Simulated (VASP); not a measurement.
# Sb in VASP: a series of runs

The runs below take Sb through single point, with PBEsol, RPBE+D4, revPBE+D3(BJ).

Program: VASP 6.6.1. These are calculated values, not measurements. Logs are shortened: lines on timing, memory, paths and dates and some standing lists are left out, and cuts for length are marked.

## Step 1: The cell of the first run

The typed cell holds 1 atom: a = 3.303 Å, b = 3.281 Å, c = 3.235 Å, α = 110.94°, β = 110.26°, γ = 109.44°.

## Step 2: Single point, PBEsol (the cell strained at random)

Input file INCAR:

```
SYSTEM = Sb
  PREC = Accurate
  ENCUT = 520
  EDIFF = 1E-6
  ISMEAR = -1
  SIGMA = 0.05
  LREAL = .False.
  LASPH = .True.
  NELM = 80
  ALGO = Normal
  ISIF = 2
  LWAVE = .False.
  LCHARG = .False.
  GGA = PS
  NBANDS = 8
```

Input file KPOINTS:

```
Automatic mesh
0
Gamma
  10 10 10
  0 0 0
```

Input file POSCAR:

```
Sb
1.0
   -1.9116750000      1.8985960000      1.9109740000
    1.8664480000     -1.9242180000      1.8913690000
    1.8258330000      1.8383760000     -1.9365960000
Sb
1
Direct
    0.0066800000      0.0021220000      0.0177370000
```

Potentials or basis: VASP PAW PBE potentials, release 64 (Sb).

The run is started by

```console
> cat potpaw_PBE.64/Sb/POTCAR > POTCAR
> mpirun -np 1 vasp_std > vasp.out
```

OUTCAR:

```text
SYSTEM = Sb
   PREC = Accurate
   ENCUT = 520
   EDIFF = 1E-6
   ISMEAR = -1
   LREAL = .False.
   LASPH = .True.
   NELM = 80
   ISIF = 2
   GGA = PS

 ion  position               nearest neighbor table
   1  0.007  0.002  0.018-

  LATTYP: Found a triclinic cell.
 ALAT       =     3.2347637516
 B/A-ratio  =     1.1755721835
 C/A-ratio  =     1.1418316545
 COS(alpha) =     0.0239763946
 COS(beta)  =     0.5583685919
 COS(gamma) =     0.6091687888

  Lattice vectors:

 A1 = (  -1.8258330000,  -1.8383760000,   1.9365960000)
 A2 = (  -0.0452270000,  -0.0256220000,   3.8023430000)
 A3 = (  -3.6922810000,   0.0858420000,   0.0452270000)

Analysis of symmetry for initial positions (statically):
=====================================================================
 Subroutine PRICEL returns:
 Original cell was already a primitive cell.

 Routine SETGRP: Setting up the symmetry group for a
 triclinic supercell.

 Subroutine GETGRP returns: Found  2 space group operations
 (whereof  1 operations were pure point group operations)
 out of a pool of  2 trial point group operations.

The static configuration has the point symmetry C_1 .
 The point group associated with its full space group is S_2 .

Analysis of symmetry for dynamics (positions and initial velocities):
=====================================================================
 Subroutine PRICEL returns:
 Original cell was already a primitive cell.

 Routine SETGRP: Setting up the symmetry group for a
 triclinic supercell.

 Subroutine GETGRP returns: Found  2 space group operations
 (whereof  1 operations were pure point group operations)
 out of a pool of  2 trial point group operations.

The dynamic configuration has the point symmetry C_1 .
 The point group associated with its full space group is S_2 .

 Subroutine INISYM returns: Found  2 space group operations
 (whereof  1 operations are pure point group operations),
 and found     1 'primitive' translations

----------------------------------------------------------------------------------------

                                     Primitive cell

  volume of cell :      26.2131

  direct lattice vectors                    reciprocal lattice vectors
    -1.911675000  1.898596000  1.910974000     0.009513764  0.269631298  0.264925803
     1.866448000 -1.924218000  1.891369000     0.274286312  0.008126568  0.266312999
     1.825833000  1.838376000 -1.936596000     0.277268559  0.274000741  0.005144321

  length of vectors
     3.303178727  3.280780356  3.234763752     0.378123299  0.382389377  0.389847052

  position of ions in fractional coordinates (direct lattice)
     0.006680000  0.002122000  0.017737000

  ion indices of the primitive-cell ions
   primitive index   ion index
                 1           1

----------------------------------------------------------------------------------------

 KPOINTS: Automatic mesh

Automatic generation of k-mesh.
 Grid dimensions read from file:
 generate k-points for:   10   10   10

 Generating k-lattice:

  Cartesian coordinates                     Fractional coordinates (reciprocal lattice)
     0.000951376  0.026963130  0.026492580     0.100000000  0.000000000 -0.000000000
     0.027428631  0.000812657  0.026631300     0.000000000  0.100000000  0.000000000
     0.027726856  0.027400074  0.000514432     0.000000000 -0.000000000  0.100000000

  Length of vectors
     0.037812330  0.038238938  0.038984705

  Shift w.r.t. Gamma in fractional coordinates (k-lattice)
     0.000000000  0.000000000  0.000000000

 Subroutine IBZKPT returns following result:
 ===========================================

 Found    504 irreducible k-points:

 Following reciprocal coordinates:
            Coordinates               Weight
  0.000000  0.000000  0.000000      1.000000
  0.100000  0.000000  0.000000      2.000000
  0.200000  0.000000  0.000000      2.000000
  0.300000  0.000000  0.000000      2.000000
  0.400000  0.000000  0.000000      2.000000
  0.500000  0.000000  0.000000      1.000000
[... 16 lines left out ...]
 -0.400000  0.200000  0.000000      2.000000
 -0.300000  0.200000 -0.000000      2.000000
 [... further k-points ...]
   k-points           NKPTS =    504   k-points in BZ     NKDIM =    504   number of bands    NBANDS=      8
   number of dos      NEDOS =    301   number of ions     NIONS =      1
   total plane-waves  NPLWV =  16128
   dimension x,y,z NGX =    28 NGY =   24 NGZ =   24
   dimension x,y,z NGXF=    56 NGYF=   48 NGZF=   48
   ions per type =               1
   NGX,Y,Z   is equivalent  to a cutoff of  14.09, 12.16, 12.33 a.u.
   NGXF,Y,Z  is equivalent  to a cutoff of  28.18, 24.32, 24.67 a.u.
 SYSTEM =  Sb
   PREC   = accura    normal or accurate (medium, high low for compatibility)
   ISTART =      0    job   : 0-new  1-cont  2-samecut
   ICHARG =      2    charge: 1-file 2-atom 10-const
   ISPIN  =      1    spin polarized calculation?
   LNONCOLLINEAR =      F non collinear calculations
   LSORBIT =      F    spin-orbit coupling
   LASPH  =      T    aspherical Exc in radial PAW
   ENCUT  =  520.0 eV  38.22 Ry    6.18 a.u.   6.14  6.10  6.01*2*pi/ulx,y,z
   NELM   =     80;   NELMIN=  2; NELMDL= -5     # of ELM steps
   EDIFF  = 0.1E-05   stopping-criterion for ELM
   LREAL  =      F    real-space projection
   EDIFFG = 0.1E-04   stopping-criterion for IOM
   NSW    =      0    number of steps for IOM
   IBRION =     -1    ionic relax: 0-MD 1-quasi-New 2-CG
   NFREE  =      0    steps in history (QN), initial steepest desc. (CG)
   ISIF   =      2    stress and relaxation
   ISYM   =      2    0-nonsym 1-usesym 2-fastsym
   POTIM  = 0.5000    time-step for ionic-motion
   TEBEG  =    0.0;   TEEND  =   0.0 temperature during run
   PSTRESS=    0.0 pullay stress
   NELECT =       5.0000    total number of electrons
   NUPDOWN=      -1.0000    fix difference up-down
   EMIN   =  10.00;   EMAX   =-10.00  energy-range for DOS
   EFERMI =   0.00;   METHOD = LEGACY
   ISMEAR =    -1;   SIGMA  =   0.05  broadening in eV -4-tet -1-fermi 0-gaus
   EFERMI_NEDOS =   21; number of points for ismear=-14 and -15
   IALGO  =     38    algorithm
   IMIX   =      4    mixing-type and parameters
     AMIX     =   0.40;   BMIX     =  1.00
     AMIX_MAG =   1.60;   BMIX_MAG =  1.00
  volume/ion in A,a.u.               =      26.21       176.89
  Fermi-wavevector in a.u.,A,eV,Ry     =   0.942378  1.780837 12.083016  0.888077
  Thomas-Fermi vector in A             =   2.069982
   LORBIT       =      0    0 simple, 1 ext, 2 COOP (PROOUT), +10 PAW based schemes
   GGA     = PS    functional components
   LHFCALC =     F    Hartree Fock is set to
   AEXX    =    0.0000 exact exchange contribution
   IVDW    =     0    specifies the selected vdW correction
   LEPSILON=     F    determine dielectric tensor
   LRPA    =     F    only Hartree local field effects (RPA)
 non-spin polarized calculation
  energy-cutoff  :      520.00
  volume of cell :       26.21
 maximum number of plane-waves:       717
 NGX is ok and might be reduce to    28
   NGX = 13   NGY = 13   NGZ = 13

 number of electron       5.0000000 magnetization

 Free energy of the ion-electron system (eV)
  ---------------------------------------------------
  ext. energy  EPLUGINS =         0.00000000
  ---------------------------------------------------
  free energy    TOTEN  =        -4.37196422 eV

  energy without entropy =       -4.36521118  energy(sigma->0) =       -4.36858770

 E-fermi :   8.6479     XC(G=0): -10.4450

 val. band max:        8.6418557497   @ k =  -0.2000  -0.3000   0.1000
 cond. band min:       8.6517772363   @ k =   0.1000   0.3000   0.5000
 fundamental gap:      0.0099214866
 Fermi energy:         8.6479255798

 k-point     1 :       0.0000    0.0000    0.0000
  band No.  band energies     occupation
      1      -4.4181      2.00000
      2      13.9668      0.00000
      3      14.1458      0.00000
      4      14.8489      0.00000
      5      18.9570      0.00000
      6      19.3598      0.00000
      7      19.3840      0.00000
      8      20.1259      0.00000

 k-point     2 :       0.1000    0.0000    0.0000
  band No.  band energies     occupation
      1      -4.2023      2.00000
      2      12.8101      0.00000
      3      13.6993      0.00000
      4      14.0430      0.00000
      5      18.2188      0.00000
      6      18.4813      0.00000
      7      19.7686      0.00000
      8      19.8820      0.00000

 k-point     3 :       0.2000    0.0000    0.0000
  band No.  band energies     occupation
      1      -3.5587      2.00000
      2       9.8865      0.00000
      3      12.4524      0.00000
      4      13.6588      0.00000
      5      16.8737      0.00000
      6      17.4365      0.00000
      7      19.4868      0.00000
      8      20.3595      0.00000

 k-point     4 :       0.3000    0.0000    0.0000
  band No.  band energies     occupation
      1      -2.5072      2.00000
      2       6.8709      2.00000
      3      11.3947      0.00000
      4      13.1907      0.00000
      5      15.9294      0.00000
      6      16.5996      0.00000
      7      20.0157      0.00000
      8      21.1597      0.00000

 k-point     5 :       0.4000    0.0000    0.0000
  band No.  band energies     occupation
      1      -1.1430      2.00000
      2       4.2595      2.00000
      3      10.7035      0.00000
      4      12.8234      0.00000
      5      15.3784      0.00000
      6      16.0807      0.00000
      7      21.0878      0.00000
      8      22.2797      0.00000
[... 177 lines left out ...]
 k-point    22 :       0.5000    0.2000    0.0000
  band No.  band energies     occupation
      1      -0.7062      2.00000
      2       4.9044      2.00000
      3       7.3685      2.00000
      4      11.5322      0.00000
      5      17.2932      0.00000
      6      18.4329      0.00000
      7      20.9397      0.00000
      8      22.9468      0.00000

 k-point    23 :      -0.4000    0.2000    0.0000
  band No.  band energies     occupation
      1      -1.9943      2.00000
      2       6.7191      2.00000
      3       8.6817      0.67451
      4      11.8695      0.00000
      5      16.8705      0.00000
      6      18.4724      0.00000
      7      21.1875      0.00000
      8      22.2685      0.00000

 k-point    24 :      -0.3000    0.2000   -0.0000
  band No.  band energies     occupation
      1      -2.9928      2.00000
      2       8.0812      1.99998
      3      11.0736      0.00000
      4      12.5470      0.00000
      5      16.4433      0.00000
      6      18.3453      0.00000
      7      20.1713      0.00000
      8      22.4256      0.00000

 [... further k-points ...]
[... 5 lines left out ...]
  --------------------------------------------------------------------------------------
  -------------------------------------------------------------------------------------
  Total       -0.0714849     -0.0253800      0.0086473      0.1617161      0.1418802      0.1082006
  in kB       -4.3692430     -1.5512573      0.5285343      9.8842771      8.6718829      6.6133507
  external PRESSURE =      -1.7973220 kB  Pullay stress =       0.0000000 kB

 VOLUME and BASIS-vectors are now :
 -----------------------------------------------------------------------------
  energy-cutoff  :      520.00
  volume of cell :       26.21
      direct lattice vectors                 reciprocal lattice vectors
    -1.911675000  1.898596000  1.910974000     0.009513764  0.269631298  0.264925803
     1.866448000 -1.924218000  1.891369000     0.274286312  0.008126568  0.266312999
     1.825833000  1.838376000 -1.936596000     0.277268559  0.274000741  0.005144321

 POSITION                                       TOTAL-FORCE (eV/Angst)
 -----------------------------------------------------------------------------------
      0.02358      0.04121     -0.01757         0.000000      0.000000      0.000000
 -----------------------------------------------------------------------------------
    total drift:                                0.000000      0.000000      0.000000

  FREE ENERGIE OF THE ION-ELECTRON SYSTEM (eV)
  ---------------------------------------------------
  free  energy   TOTEN  =        -4.3719642247 eV

  energy  without entropy=       -4.3652111820  energy(sigma->0) =       -4.36858770
```

Wall time 31 s (1 thread of Intel Xeon Platinum 8488C (Sapphire Rapids), shared host); peak memory 0.22 GiB.

Results:

- Free energy: -4.3720 eV
- Pressure: -0.2 GPa

Levels at points of the mesh, in eV from the Fermi level:
| k point | band 1 | band 2 | band 3 | band 4 | band 5 | band 6 | band 7 |
| --- | --- | --- | --- | --- | --- | --- | --- |
| (0.00, 0.00, 0.00) | -13.07 | 5.32 | 5.50 | 6.20 | 10.31 | 10.71 | 10.74 |
| (0.50, 0.00, 0.00) | -8.82 | -5.78 | 1.82 | 4.04 | 6.55 | 7.26 | 13.37 |
| (0.00, 0.50, 0.00) | -8.67 | -5.73 | 1.57 | 3.83 | 6.25 | 7.10 | 13.45 |
| (0.50, 0.50, 0.00) | -9.12 | -5.80 | 1.88 | 3.81 | 6.39 | 7.15 | 14.92 |
| (0.00, 0.00, 0.50) | -8.40 | -5.64 | 1.24 | 3.43 | 5.96 | 6.65 | 13.78 |
| (0.50, 0.00, 0.50) | -9.06 | -5.80 | 1.82 | 4.11 | 6.31 | 7.51 | 14.05 |
| (0.00, 0.50, 0.50) | -9.06 | -5.82 | 1.84 | 4.32 | 6.34 | 7.75 | 13.71 |
| (0.50, 0.50, 0.50) | -5.47 | -2.41 | -2.08 | -1.62 | 2.82 | 3.04 | 17.31 |

Caveat: the cell differs from its parent crystal (the cell strained at random); the PAW data sets were made with another functional, which shifts forces and pressure a little; spin-orbit coupling is left out, which moves the levels of the heavy elements.

## Step 3: Single point, RPBE+D4

This run uses another cell than the first one, of 25.68 Å³/atom, 0.980 times its volume.

Input file INCAR:

```
SYSTEM = Sb
  PREC = Accurate
  ENCUT = 520
  EDIFF = 1E-7
  ISMEAR = -1
  SIGMA = 0.05
  LREAL = .FALSE.
  LASPH = .TRUE.
  NELM = 80
  ALGO = Normal
  ISIF = 2
  LWAVE = .FALSE.
  LCHARG = .TRUE.
  GGA = RP
  IVDW = 13
  LELF = .TRUE.
  LVHAR = .TRUE.
  NBANDS = 8
```

Input file KPOINTS:

```
Automatic mesh
0
G
  10 10 10
  0 0 0
```

Input file POSCAR:

```
Sb
1.0
   -1.8584722601      1.8584722601      1.8584722601
    1.8584722601     -1.8584722601      1.8584722601
    1.8584722601      1.8584722601     -1.8584722601
Sb
1
Direct
    0.0000000000      0.0000000000      0.0000000000
```

Potentials or basis: VASP PAW PBE potentials, release 64 (Sb).

The run is started by

```console
> cat potpaw_PBE.64/Sb/POTCAR > POTCAR
> mpirun -np 1 vasp_std > vasp.out
```

It took 9.2 s on 1 thread of Intel Xeon Platinum 8259CL at 2.50GHz (Skylake/Cascade Lake), shared host; peak memory 0.14 GiB.

It converged, with:

```
Free energy                : -4.5971 eV
Pressure                   : -0.2 GPa
Dispersion energy per atom : -1.119 eV
```

Levels at points of the mesh, in eV from the Fermi level:
| k point | band 1 | band 2 | band 3 | band 4 | band 5 | band 6 | band 7 | band 8 |
| --- | --- | --- | --- | --- | --- | --- | --- | --- |
| (0.00, 0.00, 0.00) | -13.21 | 5.92 | 5.92 | 5.92 | 10.70 | 10.70 | 10.70 | 11.79 |
| (0.50, 0.00, 0.00) | -8.86 | -5.89 | 1.82 | 3.92 | 6.57 | 6.94 | 14.06 | 15.41 |
| (0.50, 0.50, 0.50) | -5.30 | -2.10 | -2.10 | -2.10 | 2.84 | 2.84 | 17.78 | 17.80 |

Caveat: the PAW data sets were made with another functional, which shifts forces and pressure a little; spin-orbit coupling is left out, which moves the levels of the heavy elements; pairwise dispersion overbinds metals, which lowers pressure and volume.

## Step 4: Single point, revPBE+D3(BJ)

This run uses another cell than the first one, of 25.48 Å³/atom, 0.972 times its volume.

Input file INCAR:

```
  ALGO = Normal
  EDIFF = 1E-6
  ENCUT = 520
  GGA = RE
  ISIF = 2
  ISMEAR = -1
  IVDW = 12
  LASPH = True
  LCHARG = False
  LREAL = False
  LWAVE = False
  NBANDS = 8
  NELM = 80
  PREC = Accurate
  SIGMA = 0.05
```

Input file KPOINTS:

```
k-points
0
Gamma
  10 10 10
```

Input file POSCAR:

```
Sb
1.0
   -1.8536232763      1.8536232763      1.8536232763
    1.8536232763     -1.8536232763      1.8536232763
    1.8536232763      1.8536232763     -1.8536232763
Sb
1
Direct
    0.0000000000      0.0000000000      0.0000000000
```

The run is started by

```console
> cat potpaw_PBE.64/Sb/POTCAR > POTCAR
> mpirun -np 1 vasp_std > vasp.out
```

Run time: 7.7 s. Hardware: 1 thread of Intel Xeon Platinum 8259CL at 2.50GHz (Skylake/Cascade Lake), shared host; peak memory 0.15 GiB.

The run converged. Its results:

```yaml
Free_energy: -4.5723 eV
Pressure: -0.2 GPa
Dispersion_energy_per_atom: -1.040 eV
```

Levels at points of the mesh, in eV from the Fermi level:
```csv
k point,band 1,band 2,band 3,band 4,band 5,band 6,band 7
"(0.00, 0.00, 0.00)",-13.27,5.97,5.97,5.97,10.74,10.74,10.74
"(0.50, 0.00, 0.00)",-8.88,-5.94,1.83,3.94,6.61,6.96,14.12
"(0.50, 0.50, 0.50)",-5.28,-2.12,-2.12,-2.12,2.83,2.83,17.83
```

Caveat: the PAW data sets were made with another functional, which shifts forces and pressure a little; spin-orbit coupling is left out, which moves the levels of the heavy elements; pairwise dispersion overbinds metals, which lowers pressure and volume.

## Step 5: Overview

```csv
level,cell,gap on the mesh (eV),pressure (GPa)
PBEsol,"a = 3.303, b = 3.281, c = 3.235 Å, angles 110.9, 110.3, 109.4°, 1 atom",none,-0.2
RPBE+D4,"a = 3.219 Å, angles 109.5°, 1 atom",none,-0.2
revPBE+D3(BJ),"a = 3.211 Å, angles 109.5°, 1 atom",none,-0.2
```

Alike in all rows: task single point; potentials or basis VASP PAW PBE potentials, release 64 (Sb); no spin polarisation; k mesh 10 × 10 × 10; cutoff (eV) 520; smearing fermi-dirac 0.05 eV.

Caveats: the PAW data sets were made with another functional, which shifts forces and pressure a little; spin-orbit coupling is left out, which moves the levels of the heavy elements; pairwise dispersion overbinds metals, which lowers pressure and volume (some runs).

Absolute energies hang on the potentials; compare differences alone.
